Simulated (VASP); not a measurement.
CdSe, 2 atoms in the cell. It takes space group P6/mmm (No. 191, hexagonal). Conventional cell: a = 2.953 Å, b = 2.953 Å, c = 6.151 Å, α = 90.00°, β = 90.00°, γ = 120.00°. Cd (site symmetry 6/mmm) has 6 Cd at 2.95 Å and 2 Se at 3.08 Å within 3.9 Å. Se (site symmetry 6/mmm) has 6 Se at 2.95 Å and 2 Cd at 3.08 Å within 3.9 Å. The cell was generated, and may not be a known phase.

```yaml
Program: VASP 6.6.1
Task: single point
Functional: PBE
Potentials_or_basis: VASP PAW PBE potentials, release 64 (Cd, Se)
Cutoff: 520 eV
k_mesh: 24 × 24 × 10
Occupations: gaussian, width 0.1 eV
Spin: no spin polarisation
Dipole_correction: no
Further_INCAR_settings: ALGO = Normal; EDIFF = 1e-06; NBANDS = 16
```

Potentials or basis: VASP PAW PBE potentials, release 64 (Cd, Se).

Command:

```bash
$ cat potpaw_PBE.64/Cd/POTCAR potpaw_PBE.64/Se/POTCAR > POTCAR
$ mpirun -np 1 vasp_std > vasp.out
```

Hardware: 1 thread of Intel Xeon 8259CL, with other jobs on the host.

Question: Estimate the wall time of this run.

Answer: Run time: 6.6 min on 1 thread of Intel Xeon 8259CL, with other jobs on the host, peak memory 0.37 GiB. Counts: scf iterations 12, k points 366.
